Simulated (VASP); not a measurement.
# InP (F-43m) in VASP: notebook

InP is run at these levels: PBE; tasks: single point.

Everything below comes from runs of VASP 6.6.1. Logs are shortened: lines on timing, memory, paths and dates and some standing lists are left out, and cuts for length are marked.

### Step 1. The cell of the first run

Symmetry: F-43m, No. 216, cubic system. Conventional cell: a = 5.762 Å, b = 5.762 Å, c = 5.762 Å, α = 90.00°, β = 90.00°, γ = 90.00°. In (site symmetry -43m) has 4 P at 2.49 Å within 3.3 Å. P (site symmetry -43m) has 4 In at 2.49 Å within 3.3 Å.

### Step 2. Single point, PBE (volume scaled by 0.95)

File INCAR:

```
ALGO = Normal
EDIFF = 1E-7
ENCUT = 520
GGA = PE
ISIF = 2
ISMEAR = -1
LASPH = T
LCHARG = F
LREAL = F
LWAVE = F
NBANDS = 16
NELM = 100
PREC = Accurate
SIGMA = 0.03
```

File KPOINTS:

```
k-points
0
Gamma
  11 11 11
```

File POSCAR:

```
InP
1.0
    0.0000000000      2.8808209112      2.8808209112
    2.8808209112      0.0000000000      2.8808209112
    2.8808209112      2.8808209112      0.0000000000
In P
1 1
Direct
    0.0000000000      0.0000000000      0.0000000000
    0.7500000000      0.7500000000      0.7500000000
```

Potentials or basis: VASP PAW PBE potentials, release 64 (In_d, P).

Launch:

```
$ cat potpaw_PBE.64/In_d/POTCAR potpaw_PBE.64/P/POTCAR > POTCAR
$ mpirun -np 1 vasp_std > vasp.out
```

OUTCAR:

```text
EDIFF = 1E-7
   ENCUT = 520
   GGA = PE
   ISIF = 2
   ISMEAR = -1
   LASPH = T
   LREAL = F
   NELM = 100
   PREC = Accurate

 ion  position               nearest neighbor table
   1  0.000  0.000  0.000-   2 2.49   2 2.49   2 2.49   2 2.49
   2  0.750  0.750  0.750-   1 2.49   1 2.49   1 2.49   1 2.49

  LATTYP: Found a face centered cubic cell.
 ALAT       =     5.7616418224

  Lattice vectors:

 A1 = (   0.0000000000,   2.8808209112,   2.8808209112)
 A2 = (   2.8808209112,   0.0000000000,   2.8808209112)
 A3 = (   2.8808209112,   2.8808209112,   0.0000000000)

Analysis of symmetry for initial positions (statically):
=====================================================================
 Subroutine PRICEL returns:
 Original cell was already a primitive cell.

 Routine SETGRP: Setting up the symmetry group for a
 face centered cubic supercell.

 Subroutine GETGRP returns: Found 24 space group operations
 (whereof 24 operations were pure point group operations)
 out of a pool of 48 trial point group operations.

The static configuration has the point symmetry T_d .

Analysis of symmetry for dynamics (positions and initial velocities):
=====================================================================
 Subroutine PRICEL returns:
 Original cell was already a primitive cell.

 Routine SETGRP: Setting up the symmetry group for a
 face centered cubic supercell.

 Subroutine GETGRP returns: Found 24 space group operations
 (whereof 24 operations were pure point group operations)
 out of a pool of 48 trial point group operations.

The dynamic configuration has the point symmetry T_d .

 Subroutine INISYM returns: Found 24 space group operations
 (whereof 24 operations are pure point group operations),
 and found     1 'primitive' translations

----------------------------------------------------------------------------------------

                                     Primitive cell

  volume of cell :      47.8166

  direct lattice vectors                    reciprocal lattice vectors
     0.000000000  2.880820911  2.880820911    -0.173561639  0.173561639  0.173561639
     2.880820911  0.000000000  2.880820911     0.173561639 -0.173561639  0.173561639
[... 73 lines left out ...]
   NGX,Y,Z   is equivalent  to a cutoff of  12.24, 12.24, 12.24 a.u.
   NGXF,Y,Z  is equivalent  to a cutoff of  24.48, 24.48, 24.48 a.u.
 SYSTEM =  unknown system
   PREC   = accura    normal or accurate (medium, high low for compatibility)
   ISTART =      0    job   : 0-new  1-cont  2-samecut
   ICHARG =      2    charge: 1-file 2-atom 10-const
   ISPIN  =      1    spin polarized calculation?
   LNONCOLLINEAR =      F non collinear calculations
   LSORBIT =      F    spin-orbit coupling
   LASPH  =      T    aspherical Exc in radial PAW
   ENCUT  =  520.0 eV  38.22 Ry    6.18 a.u.   7.58  7.58  7.58*2*pi/ulx,y,z
   NELM   =    100;   NELMIN=  2; NELMDL= -5     # of ELM steps
   EDIFF  = 0.1E-06   stopping-criterion for ELM
   LREAL  =      F    real-space projection
   EDIFFG = 0.1E-05   stopping-criterion for IOM
   NSW    =      0    number of steps for IOM
   IBRION =     -1    ionic relax: 0-MD 1-quasi-New 2-CG
   NFREE  =      0    steps in history (QN), initial steepest desc. (CG)
   ISIF   =      2    stress and relaxation
   ISYM   =      2    0-nonsym 1-usesym 2-fastsym
   POTIM  = 0.5000    time-step for ionic-motion
   TEBEG  =    0.0;   TEEND  =   0.0 temperature during run
   PSTRESS=    0.0 pullay stress
   NELECT =      18.0000    total number of electrons
   NUPDOWN=      -1.0000    fix difference up-down
   EMIN   =  10.00;   EMAX   =-10.00  energy-range for DOS
   EFERMI =   0.00;   METHOD = LEGACY
   ISMEAR =    -1;   SIGMA  =   0.03  broadening in eV -4-tet -1-fermi 0-gaus
   EFERMI_NEDOS =   21; number of points for ismear=-14 and -15
   IALGO  =     38    algorithm
   IMIX   =      4    mixing-type and parameters
     AMIX     =   0.40;   BMIX     =  1.00
     AMIX_MAG =   1.60;   BMIX_MAG =  1.00
  volume/ion in A,a.u.               =      23.91       161.34
  Fermi-wavevector in a.u.,A,eV,Ry     =   1.182060  2.233769 19.010946  1.397265
  Thomas-Fermi vector in A             =   2.318321
   LORBIT       =      0    0 simple, 1 ext, 2 COOP (PROOUT), +10 PAW based schemes
   GGA     = PE    functional components
   LHFCALC =     F    Hartree Fock is set to
   AEXX    =    0.0000 exact exchange contribution
   IVDW    =     0    specifies the selected vdW correction
   LEPSILON=     F    determine dielectric tensor
   LRPA    =     F    only Hartree local field effects (RPA)
 non-spin polarized calculation
  energy-cutoff  :      520.00
  volume of cell :       47.82
 maximum number of plane-waves:      1305
   NGX = 15   NGY = 15   NGZ = 15

 number of electron      18.0000004 magnetization

 Free energy of the ion-electron system (eV)
  ---------------------------------------------------
  ext. energy  EPLUGINS =         0.00000000
  ---------------------------------------------------
  free energy    TOTEN  =        -8.29837147 eV

  energy without entropy =       -8.29837147  energy(sigma->0) =       -8.29837147

 E-fermi :   6.2825     XC(G=0):  -9.5128

 val. band max:        5.7676382739   @ k =   0.0000   0.0000   0.0000
 cond. band min:       6.7584783331   @ k =   0.0000   0.0000   0.0000
 fundamental gap:      0.9908400592
 Fermi energy:         6.2825311607

 k-point     1 :       0.0000    0.0000    0.0000
  band No.  band energies     occupation
      1      -8.5319      2.00000
      2      -8.5319      2.00000
      3      -8.5319      2.00000
      4      -8.3522      2.00000
      5      -8.3522      2.00000
      6      -6.1147      2.00000
[... 433 lines left out ...]
      3      -8.4897      2.00000
      4      -8.3587      2.00000
      5      -8.3428      2.00000
      6      -5.0982      2.00000
[... 8 lines left out ...]
     15      15.7459      0.00000
     16      17.1903      0.00000

 [... further k-points ...]
[... 5 lines left out ...]
  --------------------------------------------------------------------------------------
  -------------------------------------------------------------------------------------
  Total        2.2549784      2.2549784      2.2549784      0.0000000      0.0000000     -0.0000000
  in kB       75.5569092     75.5569092     75.5569092      0.0000000      0.0000000     -0.0000000
  external PRESSURE =      75.5569092 kB  Pullay stress =       0.0000000 kB

 VOLUME and BASIS-vectors are now :
 -----------------------------------------------------------------------------
  energy-cutoff  :      520.00
  volume of cell :       47.82
      direct lattice vectors                 reciprocal lattice vectors
     0.000000000  2.880820911  2.880820911    -0.173561639  0.173561639  0.173561639
     2.880820911  0.000000000  2.880820911     0.173561639 -0.173561639  0.173561639
     2.880820911  2.880820911  0.000000000     0.173561639  0.173561639 -0.173561639

 POSITION                                       TOTAL-FORCE (eV/Angst)
 -----------------------------------------------------------------------------------
      0.00000      0.00000      0.00000         0.000000      0.000000      0.000000
      4.32123      4.32123      4.32123        -0.000000     -0.000000     -0.000000
 -----------------------------------------------------------------------------------
    total drift:                                0.000000      0.000000      0.000000

  FREE ENERGIE OF THE ION-ELECTRON SYSTEM (eV)
  ---------------------------------------------------
  free  energy   TOTEN  =        -8.2983714749 eV

  energy  without entropy=       -8.2983714747  energy(sigma->0) =       -8.29837147
```

OSZICAR:

```text
N       E                     dE             d eps       ncg     rms          rms(c)
DAV:   1     0.110684478177E+03    0.11068E+03   -0.85186E+03  1808   0.126E+03
DAV:   2    -0.136114075809E+01   -0.11205E+03   -0.10725E+03  1968   0.297E+02
DAV:   3    -0.854835540587E+01   -0.71872E+01   -0.71531E+01  2376   0.742E+01
DAV:   4    -0.873635605022E+01   -0.18800E+00   -0.18796E+00  2280   0.128E+01
DAV:   5    -0.874438325344E+01   -0.80272E-02   -0.80271E-02  2680   0.223E+00    0.619E+00
DAV:   6    -0.833294341685E+01    0.41144E+00   -0.62225E-01  2904   0.136E+01    0.371E+00
DAV:   7    -0.829748284365E+01    0.35461E-01   -0.17948E-01  2560   0.359E+00    0.132E+00
DAV:   8    -0.829756963518E+01   -0.86792E-04   -0.17940E-02  2288   0.162E+00    0.405E-01
DAV:   9    -0.829814395002E+01   -0.57431E-03   -0.13535E-03  2232   0.371E-01    0.180E-01
DAV:  10    -0.829829882665E+01   -0.15488E-03   -0.29688E-04  2776   0.267E-01    0.113E-01
DAV:  11    -0.829837179610E+01   -0.72969E-04   -0.13432E-04  2112   0.114E-01    0.504E-02
DAV:  12    -0.829837107051E+01    0.72559E-06   -0.93769E-06  2080   0.275E-02    0.133E-02
DAV:  13    -0.829837142409E+01   -0.35358E-06   -0.16801E-06  2280   0.652E-03    0.929E-03
DAV:  14    -0.829837147487E+01   -0.50773E-07   -0.19428E-07  2304   0.454E-03
   1 F= -.82983715E+01 E0= -.82983715E+01  d E =-.202715E-09
```

stdout:

```text
POSCAR found type information on POSCAR InP
 POSCAR found :  2 types and       2 ions
 scaLAPACK will be used
 LDA part: xc-table for (Slater+PW92), standard interpolation
 POSCAR, INCAR and KPOINTS ok, starting setup
 FFT: planning ... GRIDC
 FFT: planning ... GRID_SOFT
 FFT: planning ... GRID
 WAVECAR not read
 entering main loop
```

It took 52 s on 1 thread of Intel Xeon Platinum 8259CL at 2.50GHz (Skylake/Cascade Lake), shared host; peak memory 0.19 GiB.

What came out:

```yaml
Free_energy: -8.2984 eV
Pressure: 7.6 GPa
Band_gap_on_the_k_mesh: 0.99 eV, direct
```

Caveat: the cell differs from its parent crystal (volume scaled by 0.95); spin-orbit coupling is left out, which moves the levels of the heavy elements.

### Step 3. Single point, PBE (volume scaled by 0.975)

File INCAR:

```
SYSTEM = InP
PREC = Accurate
ENCUT = 520
EDIFF = 1E-6
ISMEAR = -1
SIGMA = 0.03
LREAL = .FALSE.
LASPH = .TRUE.
NELM = 60
ALGO = Normal
ISIF = 2
LWAVE = .FALSE.
LCHARG = .TRUE.
GGA = PE
LELF = .TRUE.
LVHAR = .TRUE.
NBANDS = 16
```

File KPOINTS:

```
Automatic mesh
0
G
  11 11 11
  0 0 0
```

File POSCAR:

```
InP
1.0
    0.0000000000      2.9058727852      2.9058727852
    2.9058727852      0.0000000000      2.9058727852
    2.9058727852      2.9058727852      0.0000000000
In P
1 1
Direct
    0.0000000000      0.0000000000      0.0000000000
    0.7500000000      0.7500000000      0.7500000000
```

Potentials or basis: VASP PAW PBE potentials, release 64 (In_d, P).

Launch:

```
$ cat potpaw_PBE.64/In_d/POTCAR potpaw_PBE.64/P/POTCAR > POTCAR
$ mpirun -np 1 vasp_std > vasp.out
```

OUTCAR:

```text
SYSTEM = InP
   PREC = Accurate
   ENCUT = 520
   EDIFF = 1E-6
   ISMEAR = -1
   LREAL = .FALSE.
   LASPH = .TRUE.
   NELM = 60
   ISIF = 2
   GGA = PE

 ion  position               nearest neighbor table
   1  0.000  0.000  0.000-   2 2.52   2 2.52   2 2.52   2 2.52
   2  0.750  0.750  0.750-   1 2.52   1 2.52   1 2.52   1 2.52

  LATTYP: Found a face centered cubic cell.
 ALAT       =     5.8117455704

  Lattice vectors:

 A1 = (   0.0000000000,   2.9058727852,   2.9058727852)
 A2 = (   2.9058727852,   0.0000000000,   2.9058727852)
 A3 = (   2.9058727852,   2.9058727852,   0.0000000000)

Analysis of symmetry for initial positions (statically):
=====================================================================
 Subroutine PRICEL returns:
 Original cell was already a primitive cell.

 Routine SETGRP: Setting up the symmetry group for a
 face centered cubic supercell.

 Subroutine GETGRP returns: Found 24 space group operations
 (whereof 24 operations were pure point group operations)
 out of a pool of 48 trial point group operations.
[... 155 lines left out ...]
  ---------------------------------------------------
  ext. energy  EPLUGINS =         0.00000000
  ---------------------------------------------------
  free energy    TOTEN  =        -8.34889284 eV

  energy without entropy =       -8.34889283  energy(sigma->0) =       -8.34889283

 E-fermi :   5.9136     XC(G=0):  -9.3965

 val. band max:        5.4690267816   @ k =   0.0000   0.0000   0.0000
 cond. band min:       6.3193344958   @ k =   0.0000   0.0000   0.0000
 fundamental gap:      0.8503077142
 Fermi energy:         5.9136114554

 k-point     1 :       0.0000    0.0000    0.0000
  band No.  band energies     occupation
      1      -8.7689      2.00000
      2      -8.7689      2.00000
      3      -8.7689      2.00000
      4      -8.6035      2.00000
      5      -8.6035      2.00000
      6      -6.2249      2.00000
[... 433 lines left out ...]
      3      -8.7299      2.00000
      4      -8.6093      2.00000
      5      -8.5948      2.00000
      6      -5.2506      2.00000
[... 8 lines left out ...]
     15      15.3596      0.00000
     16      16.7578      0.00000

 [... further k-points ...]
[... 5 lines left out ...]
  --------------------------------------------------------------------------------------
  -------------------------------------------------------------------------------------
  Total        1.6142412      1.6142412      1.6142412      0.0000000      0.0000000      0.0000000
  in kB       52.7010430     52.7010430     52.7010430      0.0000000      0.0000000      0.0000000
  external PRESSURE =      52.7010430 kB  Pullay stress =       0.0000000 kB

 VOLUME and BASIS-vectors are now :
 -----------------------------------------------------------------------------
  energy-cutoff  :      520.00
  volume of cell :       49.07
      direct lattice vectors                 reciprocal lattice vectors
     0.000000000  2.905872785  2.905872785    -0.172065344  0.172065344  0.172065344
     2.905872785  0.000000000  2.905872785     0.172065344 -0.172065344  0.172065344
     2.905872785  2.905872785  0.000000000     0.172065344  0.172065344 -0.172065344

 POSITION                                       TOTAL-FORCE (eV/Angst)
 -----------------------------------------------------------------------------------
      0.00000      0.00000      0.00000        -0.000000     -0.000000      0.000000
      4.35881      4.35881      4.35881         0.000000      0.000000     -0.000000
 -----------------------------------------------------------------------------------
    total drift:                                0.000000      0.000000     -0.000000

  FREE ENERGIE OF THE ION-ELECTRON SYSTEM (eV)
  ---------------------------------------------------
  free  energy   TOTEN  =        -8.3488928354 eV

  energy  without entropy=       -8.3488928336  energy(sigma->0) =       -8.34889283
```

OSZICAR:

```text
N       E                     dE             d eps       ncg     rms          rms(c)
DAV:   1     0.113660811979E+03    0.11366E+03   -0.84612E+03  1808   0.127E+03
DAV:   2    -0.114244388694E+01   -0.11480E+03   -0.10998E+03  2000   0.302E+02
DAV:   3    -0.858422714916E+01   -0.74418E+01   -0.74054E+01  2336   0.752E+01
DAV:   4    -0.877256643698E+01   -0.18834E+00   -0.18829E+00  2264   0.129E+01
DAV:   5    -0.878194231513E+01   -0.93759E-02   -0.93756E-02  2664   0.248E+00    0.592E+00
DAV:   6    -0.838010189002E+01    0.40184E+00   -0.62000E-01  2840   0.132E+01    0.356E+00
DAV:   7    -0.834784919173E+01    0.32253E-01   -0.17041E-01  2648   0.339E+00    0.129E+00
DAV:   8    -0.834807010293E+01   -0.22091E-03   -0.16784E-02  2248   0.155E+00    0.367E-01
DAV:   9    -0.834866934382E+01   -0.59924E-03   -0.13366E-03  2216   0.380E-01    0.165E-01
DAV:  10    -0.834881945618E+01   -0.15011E-03   -0.27123E-04  2776   0.236E-01    0.108E-01
DAV:  11    -0.834889323651E+01   -0.73780E-04   -0.11672E-04  2120   0.985E-02    0.416E-02
DAV:  12    -0.834889283543E+01    0.40108E-06   -0.85062E-06  2224   0.303E-02
   1 F= -.83488928E+01 E0= -.83488928E+01  d E =-.186167E-08
```

stdout:

```text
POSCAR found type information on POSCAR InP
 POSCAR found :  2 types and       2 ions
 scaLAPACK will be used
 LDA part: xc-table for (Slater+PW92), standard interpolation
 POSCAR, INCAR and KPOINTS ok, starting setup
 FFT: planning ... GRIDC
 FFT: planning ... GRID_SOFT
 FFT: planning ... GRID
 WAVECAR not read
 entering main loop
```

It took 39 s on 1 thread of Intel Xeon Platinum 8259CL at 2.50GHz (Skylake/Cascade Lake), shared host; peak memory 0.19 GiB.

What came out:

- Free energy: -8.3489 eV
- Pressure: 5.3 GPa
- Band gap on the k mesh: 0.85 eV, direct

Caveat: the cell differs from its parent crystal (volume scaled by 0.975); spin-orbit coupling is left out, which moves the levels of the heavy elements.

### Step 4. Single point, PBE

This run uses another cell than the first one, of 25.17 Å³/atom, 1.053 times its volume.

File INCAR:

```
SYSTEM = InP
ALGO = Normal
EDIFF = 1E-6
ENCUT = 520
GGA = PE
ISIF = 2
ISMEAR = -1
LASPH = .TRUE.
LCHARG = .TRUE.
LELF = .TRUE.
LREAL = .FALSE.
LVHAR = .TRUE.
LWAVE = .FALSE.
NBANDS = 16
NELM = 60
PREC = Accurate
SIGMA = 0.03
```

File KPOINTS:

```
k-points
0
G
  11 11 11
  0 0 0
```

File POSCAR:

```
InP
1.0
    0.0000000000      2.9305000000      2.9305000000
    2.9305000000      0.0000000000      2.9305000000
    2.9305000000      2.9305000000      0.0000000000
In P
1 1
Direct
    0.0000000000      0.0000000000      0.0000000000
    0.7500000000      0.7500000000      0.7500000000
```

Launch:

```
$ cat potpaw_PBE.64/In_d/POTCAR potpaw_PBE.64/P/POTCAR > POTCAR
$ mpirun -np 1 vasp_std > vasp.out
```

Wall time 34 s (1 thread of Intel Xeon Platinum 8259CL at 2.50GHz (Skylake/Cascade Lake), shared host); peak memory 0.2 GiB.

Results (log left out):

```
Free energy            : -8.3827 eV
Pressure               : 3.3 GPa
Band gap on the k mesh : 0.71 eV, direct
```

Levels at points of the mesh, in eV from the valence-band top:
```
           k point  band 5  band 6  band 7  band 8  band 9  band 10  band 11  band 12  band 13  band 14
(0.00, 0.00, 0.00)  -14.03  -11.52    0.00    0.00    0.00     0.71     4.09     4.09     4.09     8.58
```

Caveat: spin-orbit coupling is left out, which moves the levels of the heavy elements.

### Step 5. Single point, PBE (volume scaled by 1.025)

File INCAR:

```
SYSTEM = InP
ALGO = Normal ; EDIFF = 1E-6
ENCUT = 520 ; GGA = PE
ISIF = 2 ; ISMEAR = -1
LASPH = .TRUE. ; LCHARG = .FALSE.
LREAL = .FALSE. ; LWAVE = .FALSE.
NBANDS = 16 ; NELM = 60
PREC = Accurate ; SIGMA = 0.03
```

KPOINTS is that of step 4.

File POSCAR:

```
InP
1.0
    0.0000000000      2.9547201066      2.9547201066
    2.9547201066      0.0000000000      2.9547201066
    2.9547201066      2.9547201066      0.0000000000
In P
1 1
Direct
    0.0000000000      0.0000000000      0.0000000000
    0.7500000000      0.7500000000      0.7500000000
```

Launch:

```
$ cat potpaw_PBE.64/In_d/POTCAR potpaw_PBE.64/P/POTCAR > POTCAR
$ mpirun -np 1 vasp_std > vasp.out
```

It took 32 s on 1 thread of Intel Xeon Platinum 8259CL at 2.50GHz (Skylake/Cascade Lake), shared host; peak memory 0.2 GiB.

The run converged. Its results:

```yaml
Free_energy: -8.4019 eV
Pressure: 1.5 GPa
Band_gap_on_the_k_mesh: 0.58 eV, direct
```

Levels at points of the mesh, in eV from the valence-band top:
| k point | band 5 | band 6 | band 7 | band 8 | band 9 | band 10 | band 11 | band 12 | band 13 | band 14 |
| --- | --- | --- | --- | --- | --- | --- | --- | --- | --- | --- |
| (0.00, 0.00, 0.00) | -14.00 | -11.35 | 0.00 | 0.00 | 0.00 | 0.58 | 4.09 | 4.09 | 4.09 | 8.47 |

Caveat: the cell differs from its parent crystal (volume scaled by 1.025); spin-orbit coupling is left out, which moves the levels of the heavy elements.

### Step 6. Overview

```tsv
cell	gap on the mesh (eV)	pressure (GPa)
a = 4.074 Å, angles 60.0°, 2 atoms	0.99	7.6
a = 4.110 Å, angles 60.0°, 2 atoms	0.85	5.3
a = 4.144 Å, angles 60.0°, 2 atoms	0.71	3.3
a = 4.179 Å, angles 60.0°, 2 atoms	0.58	1.5
```

Alike in all rows: task single point; level PBE; potentials or basis VASP PAW PBE potentials, release 64 (In_d, P); no spin polarisation; k mesh 11 × 11 × 11; cutoff (eV) 520; smearing fermi-dirac 0.03 eV.

Caveats: spin-orbit coupling is left out, which moves the levels of the heavy elements.

Total energies depend on the potentials used, so only differences within one code and one set of settings carry meaning.
